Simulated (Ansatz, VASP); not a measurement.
# C: VASP beside Ansatz

```
C
1.0
     2.10327   -4.33371    0.00000
     2.10327    4.33371    0.00000
     0.00000    0.00000    2.48566
C
8
Direct
  0.64829 0.98159 0.00000
  0.35171 0.01841 0.00000
  0.01841 0.35171 0.00000
  0.98159 0.64829 0.00000
  0.39409 0.18495 0.40099
  0.59545 0.77392 0.50000
  0.77392 0.59545 0.50000
  0.22608 0.40455 0.50000
```

Alike in both runs: task single point; functional LDA; k mesh 6 × 6 × 10; occupations gaussian, width 0.05 eV; no spin polarisation.

|  | VASP | Ansatz |
| --- | --- | --- |
| version | VASP 6.6.1 | Ansatz 0.2.0 |
| potentials or method | VASP PAW LDA potentials, release 64 (C), cutoff 520 eV | scalar-relativistic, plane waves, PAW |
| valence electrons in the cell | 32 | 32 |

```tsv
	VASP	Ansatz	Ansatz less VASP
gap on the k mesh at the Fermi level (eV)	1.82	1.82	+0.004
least direct gap on the mesh (eV)	2.34	2.34	+0.002
pressure (GPa)	15.9	14.4	-1.42
traceless stress, the component that is largest in VASP (GPa)	16.12	15.96	-0.152
rms of the force components (eV/Å)	5.625	5.609	-0.0165
```

LDA's correlation is that of Perdew and Zunger in VASP and of Perdew and Wang (1992) in Ansatz. Atom by atom the forces differ by 0.020 eV/Å (rms over components).
